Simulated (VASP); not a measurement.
# W (Im-3m) in VASP: further runs

W is run at these levels: LDA; tasks: single point, relaxation of cell and atoms.

All numbers are computed with VASP 6.6.1; they aren't measurements. Logs are shortened: lines on timing, memory, paths and dates and some standing lists are left out, and cuts for length are marked.

## Step 1: The cell of the first run

It takes space group Im-3m (No. 229, cubic). The conventional cell has a = 3.137 Å, b = 3.137 Å, c = 3.137 Å, α = 90.00°, β = 90.00°, γ = 90.00°. Within 3.6 Å of W (site symmetry m-3m) lie 14 W at 2.72 to 3.14 Å.

## Step 2: Single point, LDA

INCAR reads:

```
SYSTEM = W
PREC     = Accurate       ! precision mode
ENCUT    = 520            ! plane-wave cutoff, eV
EDIFF    = 1E-7           ! SCF threshold, eV
ISMEAR   = 1              ! smearing method
SIGMA    = 0.1            ! smearing width, eV
LREAL    = .False.        ! projectors in reciprocal space
LASPH    = .True.         ! aspherical terms in the spheres
NELM     = 80             ! most SCF steps
ALGO     = Normal         ! electronic algorithm
ISIF     = 2              ! what is computed and relaxed
LWAVE    = .False.        ! write WAVECAR
LCHARG   = .True.         ! write CHGCAR
GGA      = CA             ! functional
LELF     = .True.         ! ELF
LVHAR    = .True.       
NBANDS   = 13             ! bands
```

KPOINTS reads:

```
regular mesh
0
Gamma
  10 10 10
  0 0 0
```

POSCAR reads:

```
W
1.0
   -1.5684493192      1.5684493192      1.5684493192
    1.5684493192     -1.5684493192      1.5684493192
    1.5684493192      1.5684493192     -1.5684493192
W
1
Direct
    0.0000000000      0.0000000000      0.0000000000
```

Potentials or basis: VASP PAW LDA potentials, release 64 (W_sv).

Started as:

```
cat potpaw_LDA.64/W_sv/POTCAR > POTCAR
mpirun -np 1 vasp_std > vasp.out
```

OUTCAR:

```text
SYSTEM = W
   PREC = Accurate
   ENCUT = 520
   EDIFF = 1E-7
   ISMEAR = 1
   LREAL = .False.
   LASPH = .True.
   NELM = 80
   ISIF = 2
   GGA = CA

 ion  position               nearest neighbor table
   1  0.000  0.000  0.000-

  LATTYP: Found a body centered cubic cell.
 ALAT       =     3.1368986384

  Lattice vectors:

 A1 = (  -1.5684493192,   1.5684493192,   1.5684493192)
 A2 = (   1.5684493192,  -1.5684493192,   1.5684493192)
 A3 = (   1.5684493192,   1.5684493192,  -1.5684493192)

Analysis of symmetry for initial positions (statically):
=====================================================================
 Subroutine PRICEL returns:
 Original cell was already a primitive cell.

 Routine SETGRP: Setting up the symmetry group for a
 body centered cubic supercell.

 Subroutine GETGRP returns: Found 48 space group operations
[... 9 lines left out ...]

 Routine SETGRP: Setting up the symmetry group for a
 body centered cubic supercell.

 Subroutine GETGRP returns: Found 48 space group operations
[... 11 lines left out ...]
                                     Primitive cell

  volume of cell :      15.4338

  direct lattice vectors                    reciprocal lattice vectors
    -1.568449319  1.568449319  1.568449319     0.000000000  0.318786201  0.318786201
     1.568449319 -1.568449319  1.568449319     0.318786201  0.000000000  0.318786201
     1.568449319  1.568449319 -1.568449319     0.318786201  0.318786201  0.000000000

  length of vectors
     2.716633910  2.716633910  2.716633910     0.450831769  0.450831769  0.450831769

  position of ions in fractional coordinates (direct lattice)
     0.000000000  0.000000000  0.000000000

  ion indices of the primitive-cell ions
   primitive index   ion index
                 1           1

----------------------------------------------------------------------------------------

 KPOINTS: regular mesh

Automatic generation of k-mesh.
 Grid dimensions read from file:
 generate k-points for:   10   10   10

 Generating k-lattice:

  Cartesian coordinates                     Fractional coordinates (reciprocal lattice)
     0.000000000  0.031878620  0.031878620     0.100000000  0.000000000  0.000000000
     0.031878620  0.000000000  0.031878620     0.000000000  0.100000000  0.000000000
     0.031878620  0.031878620  0.000000000     0.000000000  0.000000000  0.100000000

  Length of vectors
     0.045083177  0.045083177  0.045083177

  Shift w.r.t. Gamma in fractional coordinates (k-lattice)
     0.000000000  0.000000000  0.000000000

 Subroutine IBZKPT returns following result:
 ===========================================

 Found     47 irreducible k-points:

 Following reciprocal coordinates:
            Coordinates               Weight
  0.000000  0.000000  0.000000      1.000000
  0.100000  0.000000  0.000000     12.000000
  0.200000  0.000000  0.000000     12.000000
  0.300000  0.000000  0.000000     12.000000
  0.400000  0.000000  0.000000     12.000000
  0.500000  0.000000  0.000000      6.000000
[... 16 lines left out ...]
  0.300000  0.300000  0.100000      8.000000
 -0.300000  0.300000  0.100000     24.000000
 [... further k-points ...]
   k-points           NKPTS =     47   k-points in BZ     NKDIM =     47   number of bands    NBANDS=     13
   number of dos      NEDOS =    301   number of ions     NIONS =      1
   total plane-waves  NPLWV =   8000
   dimension x,y,z NGX =    20 NGY =   20 NGZ =   20
   dimension x,y,z NGXF=    40 NGYF=   40 NGZF=   40
   ions per type =               1
   NGX,Y,Z   is equivalent  to a cutoff of  12.24, 12.24, 12.24 a.u.
   NGXF,Y,Z  is equivalent  to a cutoff of  24.48, 24.48, 24.48 a.u.
 SYSTEM =  W
   PREC   = accura    normal or accurate (medium, high low for compatibility)
   ISTART =      0    job   : 0-new  1-cont  2-samecut
   ICHARG =      2    charge: 1-file 2-atom 10-const
   ISPIN  =      1    spin polarized calculation?
   LNONCOLLINEAR =      F non collinear calculations
   LSORBIT =      F    spin-orbit coupling
   LASPH  =      T    aspherical Exc in radial PAW
   ENCUT  =  520.0 eV  38.22 Ry    6.18 a.u.   5.05  5.05  5.05*2*pi/ulx,y,z
   NELM   =     80;   NELMIN=  2; NELMDL= -5     # of ELM steps
   EDIFF  = 0.1E-06   stopping-criterion for ELM
   LREAL  =      F    real-space projection
   EDIFFG = 0.1E-05   stopping-criterion for IOM
   NSW    =      0    number of steps for IOM
   IBRION =     -1    ionic relax: 0-MD 1-quasi-New 2-CG
   NFREE  =      0    steps in history (QN), initial steepest desc. (CG)
   ISIF   =      2    stress and relaxation
   ISYM   =      2    0-nonsym 1-usesym 2-fastsym
   POTIM  = 0.5000    time-step for ionic-motion
   TEBEG  =    0.0;   TEEND  =   0.0 temperature during run
   PSTRESS=    0.0 pullay stress
   NELECT =      14.0000    total number of electrons
   NUPDOWN=      -1.0000    fix difference up-down
   EMIN   =  10.00;   EMAX   =-10.00  energy-range for DOS
   EFERMI =   0.00;   METHOD = LEGACY
   ISMEAR =     1;   SIGMA  =   0.10  broadening in eV -4-tet -1-fermi 0-gaus
   EFERMI_NEDOS =   21; number of points for ismear=-14 and -15
   IALGO  =     38    algorithm
   IMIX   =      4    mixing-type and parameters
     AMIX     =   0.40;   BMIX     =  1.00
     AMIX_MAG =   1.60;   BMIX_MAG =  1.00
  volume/ion in A,a.u.               =      15.43       104.15
  Fermi-wavevector in a.u.,A,eV,Ry     =   1.584749  2.994740 34.170051  2.511428
  Thomas-Fermi vector in A             =   2.684319
   LORBIT       =      0    0 simple, 1 ext, 2 COOP (PROOUT), +10 PAW based schemes
   GGA     = CA    functional components
   LHFCALC =     F    Hartree Fock is set to
   AEXX    =    0.0000 exact exchange contribution
   IVDW    =     0    specifies the selected vdW correction
   LEPSILON=     F    determine dielectric tensor
   LRPA    =     F    only Hartree local field effects (RPA)
 non-spin polarized calculation
 Methfessel and Paxton  Order N= 1 SIGMA  =   0.10
  energy-cutoff  :      520.00
  volume of cell :       15.43
 maximum number of plane-waves:       429
   NGX = 11   NGY = 11   NGZ = 11

 number of electron      14.0000004 magnetization

 Free energy of the ion-electron system (eV)
  ---------------------------------------------------
  ext. energy  EPLUGINS =         0.00000000
  ---------------------------------------------------
  free energy    TOTEN  =       -14.09511382 eV

  energy without entropy =      -14.09533683  energy(sigma->0) =      -14.09518816

 E-fermi :  11.8536     XC(G=0): -13.9837

 val. band max:       11.7352827096   @ k =   0.5000   0.5000   0.2000
 cond. band min:      11.9025924960   @ k =  -0.2000   0.2000   0.1000
 fundamental gap:      0.1673097864
 Fermi energy:        11.8536296397

 k-point     1 :       0.0000    0.0000    0.0000
  band No.  band energies     occupation
      1     -62.0288      2.00000
      2     -25.7921      2.00000
      3     -25.7921      2.00000
      4     -25.7921      2.00000
      5       2.0241      2.00000
      6      10.3888      2.00000
      7      10.3888      2.00000
      8      10.3888      2.00000
      9      13.9550      0.00000
     10      13.9550      0.00000
     11      26.3499      0.00000
     12      26.3499      0.00000
     13      26.3499      0.00000

 k-point     2 :       0.1000    0.0000    0.0000
  band No.  band energies     occupation
      1     -62.0140      2.00000
      2     -25.9399      2.00000
      3     -25.8380      2.00000
      4     -25.7930      2.00000
      5       2.5175      2.00000
      6      10.0962      2.00000
      7      10.3074      2.00000
      8      10.8721      2.00000
      9      13.5391     -0.00000
     10      13.9618      0.00000
     11      26.7492      0.00000
     12      27.1849      0.00000
     13      27.5113      0.00000

 k-point     3 :       0.2000    0.0000    0.0000
  band No.  band energies     occupation
      1     -61.9753      2.00000
      2     -26.3142      2.00000
      3     -25.9563      2.00000
      4     -25.7953      2.00000
      5       3.7837      2.00000
      6       9.4115      2.00000
      7       9.9384      2.00000
      8      12.2683     -0.00000
      9      13.2083     -0.00000
     10      14.0469      0.00000
     11      27.1418      0.00000
     12      29.1695      0.00000
     13      29.4790      0.00000

 k-point     4 :       0.3000    0.0000    0.0000
  band No.  band energies     occupation
      1     -61.9272      2.00000
      2     -26.7541      2.00000
      3     -26.0993      2.00000
      4     -25.7982      2.00000
      5       5.0213      2.00000
      6       8.6853      2.00000
      7       9.9599      2.00000
      8      13.5512     -0.00000
      9      14.3020      0.00000
     10      14.3953      0.00000
     11      25.8241      0.00000
     12      27.3682      0.00000
     13      32.8133      0.00000

 k-point     5 :       0.4000    0.0000    0.0000
  band No.  band energies     occupation
      1     -61.8880      2.00000
      2     -27.0939      2.00000
      3     -26.2124      2.00000
      4     -25.8007      2.00000
      5       5.3267      2.00000
      6       8.1675      2.00000
      7      11.3793      2.00000
      8      13.9633      0.00000
      9      14.6693      0.00000
     10      16.7827      0.00000
     11      24.0785      0.00000
     12      24.5406      0.00000
     13      30.8090      0.00000
[... 257 lines left out ...]
 k-point    22 :      -0.2000    0.2000    0.1000
  band No.  band energies     occupation
      1     -61.9619      2.00000
      2     -26.3158      2.00000
      3     -26.0048      2.00000
      4     -25.9091      2.00000
      5       4.2317      2.00000
      6       9.8352      2.00000
      7      10.0305      2.00000
      8      11.9026      0.27130
      9      12.0993     -0.00280
     10      14.8017      0.00000
     11      27.9506      0.00000
     12      29.2560      0.00000
     13      30.1438      0.00000

 k-point    23 :       0.3000    0.3000    0.1000
  band No.  band energies     occupation
      1     -61.8614      2.00000
      2     -26.7083      2.00000
      3     -26.7083      2.00000
      4     -26.1042      2.00000
      5       7.4372      2.00000
      6       9.1411      2.00000
      7       9.1411      2.00000
      8      14.8217      0.00000
      9      14.8217      0.00000
     10      19.4189      0.00000
     11      23.4579      0.00000
     12      23.4579      0.00000
     13      27.0684      0.00000

 k-point    24 :      -0.3000    0.3000    0.1000
  band No.  band energies     occupation
      1     -61.9149      2.00000
      2     -26.7340      2.00000
      3     -26.1500      2.00000
      4     -25.9067      2.00000
      5       5.4699      2.00000
      6       9.1545      2.00000
      7       9.5851      2.00000
      8      12.5037     -0.00000
      9      14.2295      0.00000
     10      15.0131      0.00000
     11      25.7222      0.00000
     12      28.5074      0.00000
     13      32.6663      0.00000

 [... further k-points ...]
[... 5 lines left out ...]
  --------------------------------------------------------------------------------------
  -------------------------------------------------------------------------------------
  Total        0.1929186      0.1929186      0.1929186     -0.0000000     -0.0000000      0.0000000
  in kB       20.0268753     20.0268753     20.0268753     -0.0000000     -0.0000000      0.0000000
  external PRESSURE =      20.0268753 kB  Pullay stress =       0.0000000 kB

 VOLUME and BASIS-vectors are now :
 -----------------------------------------------------------------------------
  energy-cutoff  :      520.00
  volume of cell :       15.43
      direct lattice vectors                 reciprocal lattice vectors
    -1.568449319  1.568449319  1.568449319     0.000000000  0.318786201  0.318786201
     1.568449319 -1.568449319  1.568449319     0.318786201  0.000000000  0.318786201
     1.568449319  1.568449319 -1.568449319     0.318786201  0.318786201  0.000000000

 POSITION                                       TOTAL-FORCE (eV/Angst)
 -----------------------------------------------------------------------------------
      0.00000      0.00000      0.00000        -0.000000      0.000000      0.000000
 -----------------------------------------------------------------------------------
    total drift:                                0.000000     -0.000000      0.000000

  FREE ENERGIE OF THE ION-ELECTRON SYSTEM (eV)
  ---------------------------------------------------
  free  energy   TOTEN  =       -14.0951138180 eV

  energy  without entropy=      -14.0953368335  energy(sigma->0) =      -14.09518816
```

Wall time 5.2 s (1 thread of Intel Xeon Platinum 8488C (Sapphire Rapids), shared host); peak memory 0.12 GiB.

Results:

* Free energy: -14.0951 eV
* Pressure: 2.0 GPa
* Band gap on the k mesh: zero (band 7 reaches 17.03 eV, above the bottom of band 8 at 10.39 eV)

Levels at points of the mesh, in eV from the Fermi level:
| k point | band 3 | band 4 | band 5 | band 6 | band 7 | band 8 | band 9 | band 10 | band 11 | band 12 |
| --- | --- | --- | --- | --- | --- | --- | --- | --- | --- | --- |
| (0.00, 0.00, 0.00) | -37.65 | -37.65 | -9.83 | -1.46 | -1.46 | -1.46 | 2.10 | 2.10 | 14.50 | 14.50 |
| (0.50, 0.00, 0.00) | -38.11 | -37.66 | -6.58 | -3.87 | 0.80 | 2.02 | 3.01 | 6.21 | 11.37 | 11.50 |
| (0.50, 0.50, 0.50) | -38.64 | -38.64 | -6.21 | -6.21 | 5.18 | 5.18 | 5.18 | 8.43 | 8.43 | 8.43 |

Caveat: spin-orbit coupling is left out, which moves the levels of the heavy elements.

(Part 1 of 2 ends here.)
